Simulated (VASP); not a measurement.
SnO2, 12 atoms in the cell. Symmetry: Pm, No. 6, monoclinic system. The conventional cell has a = 4.760 Å, b = 3.201 Å, c = 9.528 Å, α = 90.00°, β = 92.38°, γ = 90.00°. Within 2.5 Å of Sn (site symmetry m) lie 6 O at 1.92 to 2.36 Å. Within 2.7 Å of Sn (site symmetry m) lie 6 O at 2.06 to 2.07 Å. Within 2.7 Å of Sn (site symmetry m) lie 6 O at 2.06 to 2.07 Å. Within 2.7 Å of Sn (site symmetry m) lie 6 O at 2.06 to 2.07 Å. O (site symmetry m) has 3 Sn at 2.06 to 2.07 Å and 1 O at 2.35 Å within 2.7 Å. O (site symmetry m) has 3 Sn at 2.06 to 2.07 Å and 1 O at 2.61 Å within 2.7 Å. Within 2.7 Å of O (site symmetry m) lie 3 Sn at 2.06 to 2.07 Å and 1 O at 2.61 Å. O (site symmetry m) has 3 Sn at 2.06 to 2.07 Å and 1 O at 2.61 Å within 2.7 Å. 

| Quantity | Value |
| --- | --- |
| Program | VASP 6.6.1 |
| Task | single point |
| Functional | r2SCAN |
| Potentials or basis | VASP PAW PBE potentials, release 64 (Sn_d, O) |
| Cutoff | 520 eV |
| k mesh | 8 × 6 × 3 |
| Occupations | gaussian, width 0.05 eV |
| Spin | no spin polarisation |
| Dipole correction | no |
| Further INCAR settings | ALGO = Normal; EDIFF = 1e-06; NBANDS = 64 |

Potentials or basis: VASP PAW PBE potentials, release 64 (Sn_d, O).

Command:

```console
$ cat potpaw_PBE.64/Sn_d/POTCAR potpaw_PBE.64/O/POTCAR > POTCAR
$ cp INCAR.step1 INCAR
$ mpirun -np 1 vasp_std > vasp.out
$ cp INCAR.step2 INCAR
$ mpirun -np 1 vasp_std > vasp.out
```

Hardware: 1 thread of Oxide Virtual Turin-like Processor, with other jobs on the host.

Task: How long does it take, and how much memory?

Result: Run time: 29 min on 1 thread of Oxide Virtual Turin-like Processor (shared host), peak memory 0.44 GiB. Counts: k points 50.
